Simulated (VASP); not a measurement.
# Hf2Si3 (Cmmm) in VASP: a series of runs, part 2 of 2

VASP 6.6.1. The steps go on from the part before.

**4. Relaxation of cell and atoms, PBE**

The input, INCAR:

```
PREC = Accurate ; ENCUT = 600
EDIFF = 1E-6 ; ISMEAR = 0
SIGMA = 0.1 ; LREAL = False
LASPH = True ; NELM = 100
ALGO = Normal ; ISIF = 3
LWAVE = False ; LCHARG = False
GGA = PE ; IBRION = 2
NSW = 90 ; EDIFFG = -0.04
```

The input, KPOINTS:

```
regular mesh
0
Gamma
  4 4 4
```

The input, POSCAR:

```
Hf2Si3
1.0
    2.6596228400     -2.6696278400      0.0000000000
    2.6596228400      2.6696278400      0.0000000000
    0.0000000000      0.0000000000      5.8954621500
Hf Si
2 3
Direct
    0.0000000000      0.5000000000      0.0000000000
    0.5000000000      0.0000000000      0.0000000000
    0.0000000000      0.0000000000      0.1823183500
    0.0000000000      0.0000000000      0.8176816500
    0.5000000000      0.5000000000      0.5000000000
```

Potentials or basis: VASP PAW PBE potentials, release 64 (Hf_pv, Si).

Launch:

```bash
cat potpaw_PBE.64/Hf_pv/POTCAR potpaw_PBE.64/Si/POTCAR > POTCAR
mpirun -np 1 vasp_std > vasp.out
```

OUTCAR:

```text
PREC = Accurate
   ENCUT = 600
   EDIFF = 1E-6
   ISMEAR = 0
   LREAL = False
   LASPH = True
   NELM = 100
   ISIF = 3
   GGA = PE
   IBRION = 2
   NSW = 90
   EDIFFG = -0.04

 ion  position               nearest neighbor table
   1  0.000  0.500  0.000-   3 2.17   4 2.17   3 2.17   4 2.17   2 2.66   2 2.66   2 2.67   2 2.67
                             5 3.50   5 3.50   5 3.50   5 3.50
   2  0.500  0.000  0.000-   3 2.17   4 2.17   3 2.17   4 2.17   1 2.66   1 2.66   1 2.67   1 2.67
                             5 3.50   5 3.50   5 3.50   5 3.50
   3  0.000  0.000  0.182-   4 2.15   2 2.17   1 2.17   1 2.17   2 2.17
   4  0.000  0.000  0.818-   3 2.15   2 2.17   1 2.17   1 2.17   2 2.17
   5  0.500  0.500  0.500-   1 3.50   2 3.50   1 3.50   2 3.50   2 3.50   2 3.50   1 3.50   1 3.50

  LATTYP: Found a base centered orthorhombic cell.
 ALAT       =     5.3192456800
 B/A-ratio  =     1.0037618116
 C/A-ratio  =     1.1083267261

  Lattice vectors:

 A1 = (   2.6596228400,  -2.6696278400,   0.0000000000)
 A2 = (   2.6596228400,   2.6696278400,   0.0000000000)
 A3 = (   0.0000000000,   0.0000000000,   5.8954621500)

Analysis of symmetry for initial positions (statically):
=====================================================================
 Subroutine PRICEL returns:
 Original cell was already a primitive cell.

 Routine SETGRP: Setting up the symmetry group for a
 base centered orthorhombic supercell.

 Subroutine GETGRP returns: Found  8 space group operations
 (whereof  8 operations were pure point group operations)
 out of a pool of  8 trial point group operations.

The static configuration has the point symmetry D_2h.

Analysis of symmetry for dynamics (positions and initial velocities):
=====================================================================
 Subroutine PRICEL returns:
 Original cell was already a primitive cell.

 Routine SETGRP: Setting up the symmetry group for a
 base centered orthorhombic supercell.

 Subroutine GETGRP returns: Found  8 space group operations
[... 118 lines left out ...]
   EMIN   =  10.00;   EMAX   =-10.00  energy-range for DOS
   EFERMI =   0.00;   METHOD = LEGACY
   ISMEAR =     0;   SIGMA  =   0.10  broadening in eV -4-tet -1-fermi 0-gaus
   EFERMI_NEDOS =   21; number of points for ismear=-14 and -15
   IALGO  =     38    algorithm
   IMIX   =      4    mixing-type and parameters
     AMIX     =   0.40;   BMIX     =  1.00
     AMIX_MAG =   1.60;   BMIX_MAG =  1.00
  volume/ion in A,a.u.               =      16.74       112.99
  Fermi-wavevector in a.u.,A,eV,Ry     =   1.188097  2.245178 19.205641  1.411575
  Thomas-Fermi vector in A             =   2.324234
   LORBIT       =      0    0 simple, 1 ext, 2 COOP (PROOUT), +10 PAW based schemes
   GGA     = PE    functional components
   LHFCALC =     F    Hartree Fock is set to
   AEXX    =    0.0000 exact exchange contribution
   IVDW    =     0    specifies the selected vdW correction
   LEPSILON=     F    determine dielectric tensor
   LRPA    =     F    only Hartree local field effects (RPA)
 conjugate gradient relaxation of ions
 non-spin polarized calculation
 Gauss-broadening in eV      SIGMA  =   0.10
  energy-cutoff  :      600.00
  volume of cell :       83.72
 maximum number of plane-waves:      2820
   NGX = 15   NGY = 15   NGZ = 23

--------------------------------------- Ionic step        1  -------------------------------------------

 number of electron      31.9999999 magnetization

 Free energy of the ion-electron system (eV)
  ---------------------------------------------------
  ext. energy  EPLUGINS =         0.00000000
  ---------------------------------------------------
  free energy    TOTEN  =       -20.83616926 eV

  energy without entropy =      -20.81775296  energy(sigma->0) =      -20.82696111

------------------------ aborting loop because EDIFF is reached ----------------------------------------

  FORCE on cell =-STRESS in cart. coord.  units (eV):
  Direction    XX          YY          ZZ          XY          YZ          ZX
  --------------------------------------------------------------------------------------
  -------------------------------------------------------------------------------------
  Total       50.6342291     50.4722369     28.2914515      0.0000000      0.0000000      0.0000000
  in kB      969.0276220    965.9274488    541.4360692      0.0000000      0.0000000      0.0000000
  external PRESSURE =     825.4637133 kB  Pullay stress =       0.0000000 kB
[... 1081 lines left out ...]
     19       5.3666      0.00000
     20       6.5298      0.00000

[... ionic steps 4 to 14 ...]

--------------------------------------- Ionic step       15  -------------------------------------------

 number of electron      32.0000002 magnetization

------------------------ aborting loop because EDIFF is reached ----------------------------------------
[... 73 lines left out ...]
--------------------------------------- Ionic step       17  -------------------------------------------

 number of electron      32.0000009 magnetization

 Free energy of the ion-electron system (eV)
  ---------------------------------------------------
  ext. energy  EPLUGINS =         0.00000000
  ---------------------------------------------------
  free energy    TOTEN  =       -34.83894373 eV

  energy without entropy =      -34.81945187  energy(sigma->0) =      -34.82919780

 E-fermi :   5.8872     XC(G=0): -10.5242

 val. band max:        5.8774170208   @ k =   0.5000   0.2500   0.5000
 cond. band min:       5.9339833397   @ k =   0.0000   0.0000   0.0000
 fundamental gap:      0.0565663188
 Fermi energy:         5.8871770196
[... 513 lines left out ...]
  FREE ENERGIE OF THE ION-ELECTRON SYSTEM (eV)
  ---------------------------------------------------
  free  energy   TOTEN  =       -34.8389437308 eV

  energy  without entropy=      -34.8194518730  energy(sigma->0) =      -34.82919780

 reached required accuracy - stopping structural energy minimisation
```

OSZICAR:

```text
N       E                     dE             d eps       ncg     rms          rms(c)
DAV:   1     0.147217673848E+03    0.14722E+03   -0.17848E+04   848   0.164E+03
DAV:   2    -0.187327188144E+02   -0.16595E+03   -0.15891E+03  1064   0.343E+02
DAV:   3    -0.273948007780E+02   -0.86621E+01   -0.81782E+01  1116   0.522E+01
[... 209 lines left out ...]
DAV:   2    -0.348394560960E+02    0.32964E-02   -0.13285E-02  1080   0.586E-01    0.221E-01
DAV:   3    -0.348390916523E+02    0.36444E-03   -0.10815E-03  1012   0.182E-01    0.164E-01
DAV:   4    -0.348389501565E+02    0.14150E-03   -0.22086E-04  1108   0.838E-02    0.674E-02
DAV:   5    -0.348389432400E+02    0.69164E-05   -0.35242E-05  1120   0.346E-02    0.409E-02
DAV:   6    -0.348389437308E+02   -0.49077E-06   -0.25908E-06   852   0.802E-03
  17 F= -.34838944E+02 E0= -.34829198E+02  d E =-.115008E-02
```

Wall time 3.9 min (1 thread of Intel Xeon 6975P-C (Granite Rapids), shared host); peak memory 0.23 GiB.

What came out:

```yaml
Free_energy: -34.8389 eV
Relaxed_volume: 20.22 Å³/atom
Relaxed_cell: a = 4.285 Å, b = 4.285 Å, c = 5.504 Å, α = 90.00°, β = 90.00°, γ = 89.99°
Space_group_after_relaxing_to_0.1_Å: P4/mmm (No. 123)
Energy_gained_by_relaxing: 2800.6 meV/atom
Ionic_steps: 17
Pressure_after_relaxing: 0.1 GPa
Largest_force_after_relaxing: 0.032 eV/Å
Band_gap_on_the_k_mesh: zero (bands 16 and 17 overlap by 1.02 eV)
```

Forces on the atoms (eV/Å):
```
Hf   0.000  0.000  0.000
Hf   0.000  0.000  0.000
Si   0.000  0.000 -0.032
Si   0.000  0.000  0.032
Si   0.000  0.000  0.000
```

Step by step:
| step | energy change (eV) | largest force (eV/Å) | pressure (GPa) | volume (Å³) |
| --- | --- | --- | --- | --- |
| 1 | 0.0000 | 15.1108 | 82.55 | 83.72 |
| 2 | -1.9185 | 0.5737 | -12.91 | 235.89 |
| 3 | -11.5330 | 0.4014 | -9.49 | 133.76 |
| 4 | -11.7640 | 0.8753 | -6.73 | 128.11 |
| 5 | -11.8446 | 1.5663 | -2.76 | 121.91 |
| 6 | -11.8463 | 1.4596 | -3.37 | 122.77 |
| 7 | -12.3959 | 1.9156 | -2.81 | 116.36 |
| 8 | -13.8259 | 1.1793 | 4.57 | 97.46 |
| 9 | -13.0613 | 7.1925 | 2.29 | 102.12 |
| 10 | -13.8801 | 0.0653 | 3.31 | 98.54 |
| 11 | -13.9156 | 0.4835 | -2.40 | 104.74 |
| 12 | -13.9309 | 0.3114 | -0.52 | 102.43 |
| 13 | -13.9561 | 0.2236 | -0.52 | 102.36 |
| 14 | -13.9971 | 0.3584 | -0.67 | 102.03 |
| 15 | -13.9914 | 0.2681 | 0.42 | 100.43 |
| 16 | -14.0016 | 0.1039 | -0.24 | 101.38 |
| 17 | -14.0028 | 0.0317 | 0.11 | 101.08 |

Final structure:
```
CELL_PARAMETERS angstrom
3.03034 -3.02991 0.00000
3.03034 3.02991 0.00000
0.00000 0.00000 5.50420
ATOMIC_POSITIONS crystal
Hf 0.00000 0.50000 0.00000
Hf 0.50000 0.00000 0.00000
Si 0.00000 0.00000 0.29848
Si 0.00000 0.00000 0.70152
Si 0.50000 0.50000 0.50000
```

Levels at points of the mesh, in eV from the Fermi level:
| k point | band 14 | band 15 | band 16 | band 17 | band 18 | band 19 |
| --- | --- | --- | --- | --- | --- | --- |
| (0.00, 0.00, 0.00) | -2.14 | -2.02 | -1.41 | 0.05 | 0.33 | 1.32 |
| (0.50, 0.00, 0.00) | -1.40 | -1.00 | -0.89 | -0.55 | 1.12 | 1.70 |
| (0.50, 0.50, 0.00) | -1.43 | -1.43 | -0.08 | -0.08 | 1.78 | 1.79 |
| (0.00, 0.00, 0.50) | -1.37 | -0.57 | 0.47 | 0.47 | 1.40 | 1.49 |
| (0.50, 0.00, 0.50) | -0.68 | -0.51 | -0.49 | -0.03 | 0.17 | 0.56 |
| (0.50, 0.50, 0.50) | -2.56 | -1.88 | 0.31 | 0.31 | 0.49 | 2.12 |

Caveat: the k points lie up to 0.37 Å⁻¹ apart in the final cell, too coarse for converged energies and pressures of a metal; the volume moved by over 15 % at a fixed basis, so the end points are rough; spin-orbit coupling is left out, which moves the levels of the heavy elements.

**5. Summary**

```csv
task,cell,cutoff (eV),gap on the mesh (eV),pressure (GPa),largest force (eV/Å)
single point,"a = 3.768, b = 3.768, c = 5.895 Å, angles 90.0, 90.0, 90.2°, 5 atoms, atomic positions A",520,none,82.5,15.11
single point,"a = 4.280, b = 4.280, c = 5.514 Å, 5 atoms, atomic positions B",520,none,0.1,-
relaxation of cell and atoms,"relaxed from a = 3.768, b = 3.768, c = 5.895 Å, angles 90.0, 90.0, 90.2°, 5 atoms, atomic positions A",600,none,0.1,0.03
```

Alike in all rows: level PBE; potentials or basis VASP PAW PBE potentials, release 64 (Hf_pv, Si); no spin polarisation; k mesh 4 × 4 × 4; smearing gaussian 0.1 eV.

Caveats: all runs use coarse meshes; spin-orbit coupling is left out, which moves the levels of the heavy elements; forces of over 1 eV/Å act on the atoms, so gaps and moduli don't describe the material at rest (at least some runs); the volume moved by over 15 % at a fixed basis, so the end points are rough (at least some runs).

Total energies depend on the potentials used, so only differences within one code and one set of settings carry meaning.
